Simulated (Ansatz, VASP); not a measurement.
Two plane-wave programs on Rb3Sn

Contents of INCAR:

```
ALGO = Normal ; EDIFF = 1E-6
ENCUT = 520 ; GGA = PE
ISIF = 2 ; ISMEAR = -1
LASPH = T ; LCHARG = F
LREAL = F ; LWAVE = F
NBANDS = 28 ; NELM = 60
PREC = Accurate ; SIGMA = 0.05
```

The input KPOINTS:

```
k-points
0
Gamma
  5 5 5
```

Contents of POSCAR:

```
Rb3Sn
1.0
    0.0000000000      4.7499519807      4.7499519807
    4.7499519807      0.0000000000      4.7499519807
    4.7499519807      4.7499519807      0.0000000000
Sn Rb
1 3
Direct
    0.0000000000      0.0000000000      0.0000000000
    0.5000000000      0.5000000000      0.5000000000
    0.7500000000      0.7500000000      0.7500000000
    0.2500000000      0.2500000000      0.2500000000
```

input.yaml

```yaml
crystal:
  lattice:
    - [0.0, 4.7499519807, 4.7499519807]
    - [4.7499519807, 0.0, 4.7499519807]
    - [4.7499519807, 4.7499519807, 0.0]
  atoms:
    - { symbol: Sn, position: [0.0, 0.0, 0.0] }
    - { symbol: Rb, position: [0.5, 0.5, 0.5] }
    - { symbol: Rb, position: [0.75, 0.75, 0.75] }
    - { symbol: Rb, position: [0.25, 0.25, 0.25] }
hamiltonian:
  xc: pbe
  pseudopotentials: { kind: paw }
kpoints:
  mp_grid: { grid: [5, 5, 5] }
scf:
  occupations: { method: fermi_dirac, width: 0.05 }
output:
  forces: true
  stress: true
  eigenvalues: true
```

Alike in both runs: task single point; functional PBE; k mesh 5 × 5 × 5; occupations fermi-dirac, width 0.05 eV; no spin polarisation.

|  | VASP | Ansatz |
| --- | --- | --- |
| version | VASP 6.6.1 | Ansatz 0.2.0 |
| potentials or method | VASP PAW PBE potentials, release 64 (Sn_d, Rb_sv) | Ansatz PAW |
| plane-wave cutoff (eV) | 520 | 420 |
| valence electrons in the cell | 41 | 41 |

```tsv
	VASP	Ansatz	Ansatz less VASP
gap on the k mesh at the Fermi level (eV)	none	none	-
pressure (GPa)	-0.4	-0.4	+0.01
```

A gap of «none» marks a metal or a gap that the smearing closes.
